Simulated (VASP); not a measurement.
# CdH2O2 (P-3m1) in VASP: a series of runs

Aim: see how the results for CdH2O2 move with the level of theory and the settings. Levels: LDA, BLYP, r2SCAN. Tasks: single point.

Everything below comes from runs of VASP 6.6.1. Logs are shortened: lines on timing, memory, paths and dates and some standing lists are left out, and cuts for length are marked.

## (1) The cell of the first run

It takes space group P-3m1 (No. 164, trigonal). The conventional cell has a = 3.516 Å, b = 3.516 Å, c = 4.643 Å, α = 90.00°, β = 90.00°, γ = 120.00°. Within 3.1 Å of Cd (site symmetry -3m) lie 6 O at 2.32 Å and 6 H at 2.91 Å. H (site symmetry 3m) has 1 O at 0.97 Å within 1.3 Å. O (site symmetry 3m) has 1 H at 0.97 Å within 1.3 Å.

## (2) Single point, LDA

Input file INCAR:

```
SYSTEM = CdH2O2
PREC     = Accurate       ! precision mode
ENCUT    = 520            ! plane-wave cutoff, eV
EDIFF    = 1E-6           ! SCF threshold, eV
ISMEAR   = 0              ! smearing method
SIGMA    = 0.01           ! smearing width, eV
LREAL    = .FALSE.        ! projectors in reciprocal space
LASPH    = .TRUE.         ! aspherical terms in the spheres
NELM     = 100            ! most SCF steps
ALGO     = Normal         ! electronic algorithm
ISIF     = 2              ! what is computed and relaxed
LWAVE    = .FALSE.        ! write WAVECAR
LCHARG   = .FALSE.        ! write CHGCAR
NBANDS   = 21             ! bands
```

Input file KPOINTS:

```
regular mesh
0
G
  6 6 4
  0 0 0
```

Input file POSCAR:

```
CdH2O2
1.0
    3.5155260000      0.0000000000      0.0000000000
   -1.7577630000      3.0445350000      0.0000000000
    0.0000000000      0.0000000000      4.6429790000
Cd H O
1 2 2
Direct
    0.0000000000      0.0000000000      0.0000000000
    0.6666666667      0.3333333333      0.5509610000
    0.3333333333      0.6666666667      0.4490390000
    0.6666666667      0.3333333333      0.7593720000
    0.3333333333      0.6666666667      0.2406280000
```

Potentials or basis: VASP PAW LDA potentials, release 64 (Cd, H, O).

The run is started by

```sh
> cat potpaw_LDA.64/Cd/POTCAR potpaw_LDA.64/H/POTCAR potpaw_LDA.64/O/POTCAR > POTCAR
> mpirun -np 1 vasp_std > vasp.out
```

OUTCAR:

```text
SYSTEM = CdH2O2
   PREC = Accurate
   ENCUT = 520
   EDIFF = 1E-6
   ISMEAR = 0
   LREAL = .FALSE.
   LASPH = .TRUE.
   NELM = 100
   ISIF = 2

 ion  position               nearest neighbor table
   1  0.000  0.000  0.000-   4 2.32   5 2.32   4 2.32   5 2.32   4 2.32   5 2.32
   2  0.667  0.333  0.551-   4 0.97
   3  0.333  0.667  0.449-   5 0.97
   4  0.667  0.333  0.759-   2 0.97   1 2.32   1 2.32   1 2.32
   5  0.333  0.667  0.241-   3 0.97   1 2.32   1 2.32   1 2.32

  LATTYP: Found a hexagonal cell.
 ALAT       =     3.5155260000
 C/A-ratio  =     1.3207067733

  Lattice vectors:

 A1 = (   3.5155260000,   0.0000000000,   0.0000000000)
 A2 = (  -1.7577630000,   3.0445350000,   0.0000000000)
 A3 = (   0.0000000000,   0.0000000000,   4.6429790000)

Analysis of symmetry for initial positions (statically):
=====================================================================
 Subroutine PRICEL returns:
 Original cell was already a primitive cell.

 Routine SETGRP: Setting up the symmetry group for a
 hexagonal supercell.

 Subroutine GETGRP returns: Found 12 space group operations
 (whereof 12 operations were pure point group operations)
 out of a pool of 24 trial point group operations.

The static configuration has the point symmetry D_3d.

Analysis of symmetry for dynamics (positions and initial velocities):
=====================================================================
 Subroutine PRICEL returns:
 Original cell was already a primitive cell.

 Routine SETGRP: Setting up the symmetry group for a
 hexagonal supercell.

 Subroutine GETGRP returns: Found 12 space group operations
 (whereof 12 operations were pure point group operations)
 out of a pool of 24 trial point group operations.

The dynamic configuration has the point symmetry D_3d.

 Subroutine INISYM returns: Found 12 space group operations
 (whereof 12 operations are pure point group operations),
 and found     1 'primitive' translations

----------------------------------------------------------------------------------------

                                     Primitive cell

  volume of cell :      49.6945

  direct lattice vectors                    reciprocal lattice vectors
     3.515526000  0.000000000  0.000000000     0.284452455  0.164228692  0.000000000
    -1.757763000  3.044535000  0.000000000     0.000000000  0.328457383  0.000000000
     0.000000000  0.000000000  4.642979000     0.000000000  0.000000000  0.215378963

  length of vectors
     3.515526000  3.515526153  4.642979000     0.328457398  0.328457383  0.215378963

  position of ions in fractional coordinates (direct lattice)
     0.000000000  0.000000000  0.000000000
     0.666666667  0.333333333  0.550961000
     0.333333333  0.666666667  0.449039000
     0.666666667  0.333333333  0.759372000
     0.333333333  0.666666667  0.240628000

  ion indices of the primitive-cell ions
   primitive index   ion index
                 1           1
                 2           2
                 3           3
                 4           4
                 5           5

----------------------------------------------------------------------------------------

 KPOINTS: regular mesh

Automatic generation of k-mesh.
 Grid dimensions read from file:
 generate k-points for:    6    6    4

 Generating k-lattice:

  Cartesian coordinates                     Fractional coordinates (reciprocal lattice)
     0.047408742  0.027371449  0.000000000     0.166666667  0.000000000  0.000000000
     0.000000000  0.054742897  0.000000000     0.000000000  0.166666667  0.000000000
     0.000000000  0.000000000  0.053844741     0.000000000  0.000000000  0.250000000

  Length of vectors
     0.054742900  0.054742897  0.053844741

  Shift w.r.t. Gamma in fractional coordinates (k-lattice)
     0.000000000  0.000000000  0.000000000

 Subroutine IBZKPT returns following result:
 ===========================================

 Found     24 irreducible k-points:

 Following reciprocal coordinates:
            Coordinates               Weight
  0.000000  0.000000  0.000000      1.000000
  0.166667  0.000000  0.000000      6.000000
  0.333333  0.000000  0.000000      6.000000
  0.500000  0.000000  0.000000      3.000000
  0.166667  0.166667  0.000000      6.000000
  0.333333  0.166667  0.000000     12.000000
[... 16 lines left out ...]
  0.333333  0.166667  0.500000     12.000000
  0.333333  0.333333  0.500000      2.000000
   k-points           NKPTS =     24   k-points in BZ     NKDIM =     24   number of bands    NBANDS=     21
   number of dos      NEDOS =    301   number of ions     NIONS =      5
   total plane-waves  NPLWV =  28224
   dimension x,y,z NGX =    28 NGY =   28 NGZ =   36
   dimension x,y,z NGXF=    56 NGYF=   56 NGZF=   72
   ions per type =               1   2   2
   NGX,Y,Z   is equivalent  to a cutoff of  13.24, 13.24, 12.89 a.u.
   NGXF,Y,Z  is equivalent  to a cutoff of  26.48, 26.48, 25.78 a.u.
 SYSTEM =  CdH2O2
   PREC   = accura    normal or accurate (medium, high low for compatibility)
   ISTART =      0    job   : 0-new  1-cont  2-samecut
   ICHARG =      2    charge: 1-file 2-atom 10-const
   ISPIN  =      1    spin polarized calculation?
   LNONCOLLINEAR =      F non collinear calculations
   LSORBIT =      F    spin-orbit coupling
   LASPH  =      T    aspherical Exc in radial PAW
   ENCUT  =  520.0 eV  38.22 Ry    6.18 a.u.   6.54  6.54  8.63*2*pi/ulx,y,z
   NELM   =    100;   NELMIN=  2; NELMDL= -5     # of ELM steps
   EDIFF  = 0.1E-05   stopping-criterion for ELM
   LREAL  =      F    real-space projection
   EDIFFG = 0.1E-04   stopping-criterion for IOM
   NSW    =      0    number of steps for IOM
   IBRION =     -1    ionic relax: 0-MD 1-quasi-New 2-CG
   NFREE  =      0    steps in history (QN), initial steepest desc. (CG)
   ISIF   =      2    stress and relaxation
   ISYM   =      2    0-nonsym 1-usesym 2-fastsym
   POTIM  = 0.5000    time-step for ionic-motion
   TEBEG  =    0.0;   TEEND  =   0.0 temperature during run
   PSTRESS=    0.0 pullay stress
   NELECT =      26.0000    total number of electrons
   NUPDOWN=      -1.0000    fix difference up-down
   EMIN   =  10.00;   EMAX   =-10.00  energy-range for DOS
   EFERMI =   0.00;   METHOD = LEGACY
   ISMEAR =     0;   SIGMA  =   0.01  broadening in eV -4-tet -1-fermi 0-gaus
   EFERMI_NEDOS =   21; number of points for ismear=-14 and -15
   IALGO  =     38    algorithm
   IMIX   =      4    mixing-type and parameters
     AMIX     =   0.40;   BMIX     =  1.00
     AMIX_MAG =   1.60;   BMIX_MAG =  1.00
  volume/ion in A,a.u.               =       9.94        67.07
  Fermi-wavevector in a.u.,A,eV,Ry     =   1.319157  2.492846 23.676535  1.740176
  Thomas-Fermi vector in A             =   2.449076
   LORBIT       =      0    0 simple, 1 ext, 2 COOP (PROOUT), +10 PAW based schemes
   GGA     = CA    functional components
   LHFCALC =     F    Hartree Fock is set to
   AEXX    =    0.0000 exact exchange contribution
   IVDW    =     0    specifies the selected vdW correction
   LEPSILON=     F    determine dielectric tensor
   LRPA    =     F    only Hartree local field effects (RPA)
 non-spin polarized calculation
 Gauss-broadening in eV      SIGMA  =   0.01
  energy-cutoff  :      520.00
  volume of cell :       49.69
 maximum number of plane-waves:      1385
 NGX is ok and might be reduce to    28
   NGX = 13   NGY = 13   NGZ = 17

 number of electron      25.9999986 magnetization

 Free energy of the ion-electron system (eV)
  ---------------------------------------------------
  ext. energy  EPLUGINS =         0.00000000
  ---------------------------------------------------
  free energy    TOTEN  =       -25.09723331 eV

  energy without entropy =      -25.09723331  energy(sigma->0) =      -25.09723331

 E-fermi :  -0.2313     XC(G=0): -10.5338

 val. band max:       -0.2776237157   @ k =   0.5000   0.0000   0.0000
 cond. band min:       1.2799483192   @ k =   0.0000   0.0000   0.0000
 fundamental gap:      1.5575720349
 Fermi energy:        -0.2312936564

 k-point     1 :       0.0000    0.0000    0.0000
  band No.  band energies     occupation
      1     -18.5870      2.00000
      2     -17.5224      2.00000
      3      -7.9098      2.00000
      4      -6.6818      2.00000
      5      -6.6818      2.00000
      6      -5.9210      2.00000
[... 13 lines left out ...]
     20      14.3861      0.00000
     21      16.7011      0.00000

 k-point     2 :       0.1667    0.0000    0.0000
  band No.  band energies     occupation
      1     -18.4778      2.00000
      2     -17.5666      2.00000
      3      -7.6572      2.00000
      4      -6.7127      2.00000
      5      -6.5707      2.00000
      6      -6.0101      2.00000
[... 13 lines left out ...]
     20      14.6459      0.00000
     21      15.7063      0.00000

 k-point     3 :       0.3333    0.0000    0.0000
  band No.  band energies     occupation
      1     -18.2210      2.00000
      2     -17.6878      2.00000
      3      -7.2094      2.00000
      4      -6.5673      2.00000
      5      -6.4232      2.00000
      6      -6.2742      2.00000
[... 13 lines left out ...]
     20      13.1282      0.00000
     21      14.4825      0.00000

 k-point     4 :       0.5000    0.0000    0.0000
  band No.  band energies     occupation
      1     -18.0234      2.00000
      2     -17.8132      2.00000
      3      -7.1469      2.00000
      4      -6.4543      2.00000
      5      -6.4097      2.00000
      6      -5.9554      2.00000
[... 13 lines left out ...]
     20      13.0316      0.00000
     21      14.3454      0.00000

 k-point     5 :       0.1667    0.1667    0.0000
  band No.  band energies     occupation
      1     -18.2957      2.00000
      2     -17.6477      2.00000
      3      -7.2592      2.00000
      4      -6.7928      2.00000
      5      -6.3947      2.00000
      6      -6.1382      2.00000
[... 13 lines left out ...]
     20      13.2739      0.00000
     21      14.8780      0.00000

 k-point     6 :       0.3333    0.1667    0.0000
  band No.  band energies     occupation
      1     -18.0530      2.00000
      2     -17.7816      2.00000
      3      -7.0394      2.00000
      4      -6.7301      2.00000
      5      -6.3526      2.00000
      6      -6.1757      2.00000
[... 13 lines left out ...]
     20      12.5628      0.00000
     21      14.5301      0.00000

 k-point     7 :       0.3333    0.3333    0.0000
  band No.  band energies     occupation
      1     -17.8972      2.00000
      2     -17.8972      2.00000
      3      -6.9065      2.00000
      4      -6.9065      2.00000
      5      -6.2389      2.00000
      6      -6.2389      2.00000
[... 13 lines left out ...]
     20      11.9157      0.00000
     21      15.4616      0.00000
[... 291 lines left out ...]
      1     -18.0825      2.00000
      2     -17.8198      2.00000
      3      -7.3821      2.00000
      4      -6.7116      2.00000
      5      -6.4637      2.00000
      6      -6.1353      2.00000
[... 13 lines left out ...]
     20      12.9572      0.00000
     21      14.5944      0.00000

 k-point    21 :       0.5000    0.0000    0.5000
  band No.  band energies     occupation
      1     -18.0225      2.00000
      2     -17.7925      2.00000
      3      -7.4834      2.00000
      4      -6.4702      2.00000
      5      -6.2379      2.00000
      6      -6.1108      2.00000
[... 13 lines left out ...]
     20      13.3178      0.00000
     21      14.5044      0.00000

 k-point    22 :       0.1667    0.1667    0.5000
  band No.  band energies     occupation
      1     -18.1064      2.00000
      2     -17.8406      2.00000
      3      -7.2115      2.00000
      4      -6.9911      2.00000
      5      -6.4546      2.00000
      6      -6.1055      2.00000
[... 13 lines left out ...]
     20      13.3132      0.00000
     21      15.3202      0.00000

 k-point    23 :       0.3333    0.1667    0.5000
  band No.  band energies     occupation
      1     -18.0015      2.00000
      2     -17.8164      2.00000
      3      -7.2893      2.00000
      4      -6.6237      2.00000
      5      -6.4005      2.00000
      6      -6.2092      2.00000
[... 13 lines left out ...]
     20      14.4896      0.00000
     21      15.4757      0.00000

 k-point    24 :       0.3333    0.3333    0.5000
  band No.  band energies     occupation
      1     -17.8890      2.00000
      2     -17.8890      2.00000
      3      -6.9090      2.00000
      4      -6.9090      2.00000
      5      -6.3003      2.00000
      6      -6.3003      2.00000
[... 13 lines left out ...]
     20      15.8944      0.00000
     21      16.6243      0.00000

------------------------ aborting loop because EDIFF is reached ----------------------------------------

  FORCE on cell =-STRESS in cart. coord.  units (eV):
  Direction    XX          YY          ZZ          XY          YZ          ZX
  --------------------------------------------------------------------------------------
  -------------------------------------------------------------------------------------
  Total       -1.5131780     -1.5131781      0.1091559      0.0000000     -0.0000000      0.0000000
  in kB      -48.7857048    -48.7857105      3.5192480      0.0000000     -0.0000000      0.0000000
  external PRESSURE =     -31.3507225 kB  Pullay stress =       0.0000000 kB

 VOLUME and BASIS-vectors are now :
 -----------------------------------------------------------------------------
  energy-cutoff  :      520.00
  volume of cell :       49.69
      direct lattice vectors                 reciprocal lattice vectors
     3.515526000  0.000000000  0.000000000     0.284452455  0.164228692  0.000000000
    -1.757763000  3.044535000  0.000000000     0.000000000  0.328457383  0.000000000
     0.000000000  0.000000000  4.642979000     0.000000000  0.000000000  0.215378963

 POSITION                                       TOTAL-FORCE (eV/Angst)
 -----------------------------------------------------------------------------------
      0.00000      0.00000      0.00000         0.000000      0.000000      0.000000
      1.75776      1.01484      2.55810         0.000000      0.000000     -0.782772
     -0.00000      2.02969      2.08488        -0.000000     -0.000000      0.782772
      1.75776      1.01484      3.52575         0.000000     -0.000000      1.005460
     -0.00000      2.02969      1.11723        -0.000000      0.000000     -1.005460
 -----------------------------------------------------------------------------------
    total drift:                                0.000000     -0.000000      0.000000

  FREE ENERGIE OF THE ION-ELECTRON SYSTEM (eV)
  ---------------------------------------------------
  free  energy   TOTEN  =       -25.0972333090 eV

  energy  without entropy=      -25.0972333090  energy(sigma->0) =      -25.09723331
```

It took 13 s on 1 thread of Intel Xeon Platinum 8375C at 2.90GHz (Ice Lake), shared host; peak memory 0.16 GiB.

What came out:

```
Free energy            : -25.0972 eV
Pressure               : -3.1 GPa
Largest force          : 1.005 eV/Å
Band gap on the k mesh : 1.56 eV, indirect (least direct gap 1.91 eV)
```

Forces in eV/Å, atoms in the order of the input:
```
Cd   0.000  0.000  0.000
H    0.000  0.000 -0.783
H    0.000  0.000  0.783
O    0.000  0.000  1.005
O    0.000  0.000 -1.005
```

Stress tensor (GPa, compression positive):
```
-4.88  0.00  0.00
 0.00 -4.88  0.00
 0.00  0.00  0.35
```

Levels at points of the mesh, in eV from the valence-band top:
| k point | band 9 | band 10 | band 11 | band 12 | band 13 | band 14 | band 15 | band 16 | band 17 | band 18 |
| --- | --- | --- | --- | --- | --- | --- | --- | --- | --- | --- |
| (0.00, 0.00, 0.00) | -4.15 | -1.06 | -1.06 | -0.35 | -0.35 | 1.56 | 6.02 | 9.82 | 12.66 | 12.66 |
| (0.50, 0.00, 0.00) | -3.62 | -2.91 | -2.50 | -2.24 | 0.00 | 6.30 | 6.37 | 8.68 | 10.28 | 10.95 |
| (0.00, 0.00, 0.50) | -4.89 | -1.31 | -1.31 | -0.07 | -0.07 | 4.14 | 4.25 | 10.96 | 11.14 | 12.60 |
| (0.50, 0.00, 0.50) | -4.05 | -2.42 | -2.03 | -1.77 | -0.50 | 5.84 | 6.82 | 8.90 | 9.21 | 10.28 |

Caveat: forces of over 1 eV/Å act on the atoms, so gaps and moduli don't describe the material at rest. A k mesh can miss the band edges.

[end of part 1 of 3]
